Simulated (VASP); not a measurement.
# Si32Ni (a cell with a defect) in VASP: a series of runs, part 2 of 2

VASP 6.6.1. Earlier steps stand in the parts before.

## 3. Single point, LDA

Contents of INCAR:

```
SYSTEM = Si32Ni
PREC = Accurate ; ENCUT = 520
EDIFF = 1E-6 ; ISMEAR = 0
SIGMA = 0.02 ; LREAL = Auto
LASPH = .True. ; NELM = 100
ALGO = Normal ; ISIF = 2
LWAVE = .False. ; LCHARG = .True.
LELF = .True. ; LVHAR = .True.
NBANDS = 91
```

Contents of KPOINTS:

```
Automatic mesh
0
Gamma
  2 2 2
  0.5 0.5 0.5
```

Contents of POSCAR:

```
Si32Ni
1.0
   -5.4019422872     -5.4019422872      5.4019422872
    5.4019422872     -5.4019422872     -5.4019422872
    5.4019422872      5.4019422872      5.4019422872
Si Ni
32 1
Direct
    0.2500081319      0.7491578556      0.7492286635
    0.0000145318      0.7511529713     -0.0000045354
    0.4992531124      0.4991647183      0.7499888530
    0.2508613436      0.5023061810     -0.0000106443
    0.0000041652      0.5023091428      0.2508363525
    0.7492518959      0.7491620208      0.2499960992
    0.4994551694      0.7492898452      0.4994371203
    0.0000042577     -0.0045651173      0.7436676081
    0.7491474890      0.2514500207      0.7491329572
    0.5005602349      0.2498448573     -0.0000066643
    0.2563283586      0.2517585209      0.2563239158
    0.0000106443      0.2498457829      0.5005544036
    0.7500063467      0.4991583317      0.4992305280
    0.7436804739     -0.0045653024     -0.0000008330
    0.5007658091     -0.0000802489      0.2507450891
    0.2507616572     -0.0000834885      0.5007535912
    0.2502401781      0.7505159782      0.5004424069
    0.0000089783      0.7477477147      0.7486158283
    0.5023949453      0.5026418935      0.5023746748
    0.2502348097      0.5002890361      0.7497591208
    0.0000036098      0.5000648575     -0.0000199928
    0.7486380426      0.7477475295     -0.0000039800
    0.5004634178      0.7505209764      0.2502234249
    0.0000052759      0.0002544455      0.4976073155
    0.7497849449      0.2500627419      0.4995343076
    0.4995493947      0.2500664443      0.7497704131
    0.2537703898      0.2542635458     -0.0000027768
    0.0000024065      0.2542657672      0.2537590976
    0.7497730047      0.5002865370      0.2502123177
    0.7462401088      0.0005004681      0.7462342775
    0.4976135170      0.0002526869     -0.0000147169
    0.2513858771     -0.0008757961      0.2513734742
    0.0000107369      0.1104660080     -0.0000092559
```

Potentials or basis: VASP PAW LDA potentials, release 64 (Si, Ni).

On the command line:

```bash
> cat potpaw_LDA.64/Si/POTCAR potpaw_LDA.64/Ni/POTCAR > POTCAR
> mpirun -np 1 vasp_std > vasp.out
```

OUTCAR:

```text
SYSTEM = Si32Ni
   PREC = Accurate
   ENCUT = 520
   EDIFF = 1E-6
   ISMEAR = 0
   LREAL = Auto
   LASPH = .True.
   NELM = 100
   ISIF = 2

 ion  position               nearest neighbor table
   1  0.250  0.749  0.749-  20 2.33  17 2.33  18 2.33  31 2.34
   2  0.000  0.751  1.000-  32 2.34  22 2.34  18 2.34  21 2.35
   3  0.499  0.499  0.750-  26 2.33  20 2.33  22 2.33  19 2.34
   4  0.251  0.502  1.000-  27 2.33  20 2.33  23 2.33  21 2.34
   5  0.000  0.502  0.251-  28 2.33  29 2.33  17 2.33  21 2.34
   6  0.749  0.749  0.250-  29 2.33  23 2.33  22 2.33  24 2.34
   7  0.499  0.749  0.499-  30 2.32  19 2.33  17 2.34  23 2.34
   8  0.000  0.995  0.744-  33 2.28  24 2.32  18 2.33  27 2.40  30 2.40
   9  0.749  0.251  0.749-  30 2.33  25 2.33  26 2.33  21 2.34
  10  0.501  0.250  1.000-  27 2.32  31 2.33  29 2.34  26 2.34
  11  0.256  0.252  0.256-  33 2.28  19 2.32  32 2.33  28 2.40  27 2.40
  12  0.000  0.250  0.501-  28 2.32  24 2.33  20 2.34  25 2.34
  13  0.750  0.499  0.499-  25 2.33  29 2.33  18 2.33  19 2.34
  14  0.744  0.995  1.000-  33 2.28  31 2.32  22 2.33  28 2.40  30 2.40
  15  0.501  1.000  0.251-  23 2.33  25 2.33  32 2.33  31 2.34
  16  0.251  1.000  0.501-  17 2.33  26 2.33  32 2.33  24 2.34
  17  0.250  0.751  0.500-  16 2.33   1 2.33   5 2.33   7 2.34
  18  0.000  0.748  0.749-   1 2.33  13 2.33   8 2.33   2 2.34
  19  0.502  0.503  0.502-  11 2.32   7 2.33   3 2.34  13 2.34
  20  0.250  0.500  0.750-   1 2.33   3 2.33   4 2.33  12 2.34
  21  0.000  0.500  1.000-   9 2.34   4 2.34   5 2.34   2 2.35
  22  0.749  0.748  1.000-   6 2.33   3 2.33  14 2.33   2 2.34
  23  0.500  0.751  0.250-  15 2.33   6 2.33   4 2.33   7 2.34
  24  0.000  0.000  0.498-   8 2.32  12 2.33   6 2.34  16 2.34
  25  0.750  0.250  0.500-  13 2.33  15 2.33   9 2.33  12 2.34
  26  0.500  0.250  0.750-   3 2.33  16 2.33   9 2.33  10 2.34
  27  0.254  0.254  1.000-  33 2.31  10 2.32   4 2.33   8 2.40  11 2.40
  28  0.000  0.254  0.254-  33 2.31  12 2.32   5 2.33  14 2.40  11 2.40
  29  0.750  0.500  0.250-   6 2.33  13 2.33   5 2.33  10 2.34
  30  0.746  0.001  0.746-  33 2.31   7 2.32   9 2.33  14 2.40   8 2.40
  31  0.498  0.000  1.000-  14 2.32  10 2.33   1 2.34  15 2.34
  32  0.251  0.999  0.251-  16 2.33  15 2.33  11 2.33   2 2.34
  33  0.000  0.110  1.000-   8 2.28  11 2.28  14 2.28  27 2.31  30 2.31  28 2.31

  LATTYP: Found a body centered cubic cell.
 ALAT       =    10.8038845744

  Lattice vectors:

[... 201 lines left out ...]
   LRPA    =     F    only Hartree local field effects (RPA)
 non-spin polarized calculation
 Gauss-broadening in eV      SIGMA  =   0.02
  energy-cutoff  :      520.00
  volume of cell :      630.54
 maximum number of plane-waves:     17028
 NGX is ok and might be reduce to    70
   NGX = 35   NGY = 35   NGZ = 35

 number of electron     137.9999991 magnetization

 Free energy of the ion-electron system (eV)
  ---------------------------------------------------
  ext. energy  EPLUGINS =         0.00000000
  ---------------------------------------------------
  free energy    TOTEN  =      -196.78306796 eV

  energy without entropy =     -196.78306796  energy(sigma->0) =     -196.78306796

 E-fermi :   5.9983     XC(G=0):  -9.7960

 val. band max:        5.8725133556   @ k =   0.2500   0.2500   0.2500
 cond. band min:       6.5860899556   @ k =  -0.2500   0.2500   0.2500
 fundamental gap:      0.7135766000
 Fermi energy:         5.9983103877

 k-point     1 :       0.2500    0.2500    0.2500
  band No.  band energies     occupation
      1      -5.3582      2.00000
      2      -5.1621      2.00000
      3      -5.1621      2.00000
      4      -5.1332      2.00000
      5      -3.4499      2.00000
      6      -3.3056      2.00000
[... 325 lines left out ...]
     80       8.4378      0.00000
     81       8.5105      0.00000
 [bands above 81 left out]

------------------------ aborting loop because EDIFF is reached ----------------------------------------

  FORCE on cell =-STRESS in cart. coord.  units (eV):
  Direction    XX          YY          ZZ          XY          YZ          ZX
  --------------------------------------------------------------------------------------
  -------------------------------------------------------------------------------------
  Total        3.1940477      3.1937291      3.1947279     -0.6261698      0.6259958     -0.6262047
  in kB        8.1160024      8.1151928      8.1177307     -1.5910832      1.5906412     -1.5911719
  external PRESSURE =       8.1163086 kB  Pullay stress =       0.0000000 kB

 VOLUME and BASIS-vectors are now :
 -----------------------------------------------------------------------------
  energy-cutoff  :      520.00
  volume of cell :      630.54
      direct lattice vectors                 reciprocal lattice vectors
    -5.401942287 -5.401942287  5.401942287     0.000000000 -0.092559301  0.092559301
     5.401942287 -5.401942287 -5.401942287     0.092559301 -0.092559301  0.000000000
     5.401942287  5.401942287  5.401942287     0.092559301  0.000000000  0.092559301

 POSITION                                       TOTAL-FORCE (eV/Angst)
 -----------------------------------------------------------------------------------
      6.74367     -1.35015      1.35091         0.000093     -0.001174     -0.000442
      9.45952      1.34415      1.34431         0.001640     -0.001590     -0.002005
      4.05092     -1.34200      4.05187         0.000265     -0.000164     -0.001031
      6.76018      1.33332      4.04359         0.002553     -0.001020     -0.002248
      4.06843     -1.35846     -1.35842         0.001000     -0.002124     -0.002033
      1.34998     -6.74388      1.35095         0.001143     -0.000130     -0.000411
[... 25 lines left out ...]
      5.39714     -5.39728     -2.68133         0.000417     -0.000540     -0.001724
      5.99857      4.80510      4.80522        -0.038019      0.038647      0.038320
 -----------------------------------------------------------------------------------
    total drift:                                0.003540     -0.002054     -0.002933

  FREE ENERGIE OF THE ION-ELECTRON SYSTEM (eV)
  ---------------------------------------------------
  free  energy   TOTEN  =      -196.7830679563 eV

  energy  without entropy=     -196.7830679563  energy(sigma->0) =     -196.78306796
```

stdout:

```text
POSCAR found type information on POSCAR SiNi
 POSCAR found :  2 types and      33 ions
 scaLAPACK will be used
 LDA part: xc-table for (Slater(with rela. corr.)+CA(PZ))
 , standard interpolation
 POSCAR, INCAR and KPOINTS ok, starting setup
 FFT: planning ... GRIDC
 FFT: planning ... GRID_SOFT
 FFT: planning ... GRID
 WAVECAR not read
 entering main loop
```

Run time: 6 min. Hardware: 1 thread of Intel Xeon 6975P-C (Granite Rapids), shared host; peak memory 0.58 GiB.

Results:

| Item | Value |
| --- | --- |
| Free energy | -196.7831 eV |
| Pressure | 0.8 GPa |
| Largest force | 0.066 eV/Å |
| Band gap on the k mesh | 0.71 eV |

Forces in eV/Å, atoms in the order of the input:
```
Si   0.000 -0.001  0.000
Si   0.002 -0.002 -0.002
Si   0.000  0.000 -0.001
Si   0.003 -0.001 -0.002
Si   0.001 -0.002 -0.002
Si   0.001  0.000  0.000
Si   0.001 -0.001  0.002
Si  -0.013 -0.012 -0.012
Si   0.003 -0.002 -0.001
Si   0.001  0.003 -0.001
Si   0.012 -0.012  0.013
Si  -0.003 -0.001 -0.001
Si   0.000  0.000 -0.001
Si   0.012  0.013 -0.012
Si   0.000 -0.001  0.000
Si   0.001  0.000  0.000
Si   0.000 -0.003  0.001
Si   0.002  0.000  0.000
Si   0.002 -0.002  0.000
Si  -0.001  0.000 -0.003
Si   0.002 -0.002 -0.001
Si   0.000 -0.002 -0.001
Si   0.003  0.000  0.001
Si   0.000 -0.002 -0.002
Si  -0.001 -0.003  0.000
Si   0.003  0.001  0.000
Si  -0.002 -0.010  0.002
Si   0.010  0.002  0.002
Si   0.000  0.001 -0.003
Si  -0.002  0.002 -0.010
Si   0.002 -0.001 -0.002
Si   0.000 -0.001 -0.002
Ni  -0.038  0.039  0.038
```

Stress tensor (GPa, compression positive):
```
 0.81 -0.16 -0.16
-0.16  0.81  0.16
-0.16  0.16  0.81
```
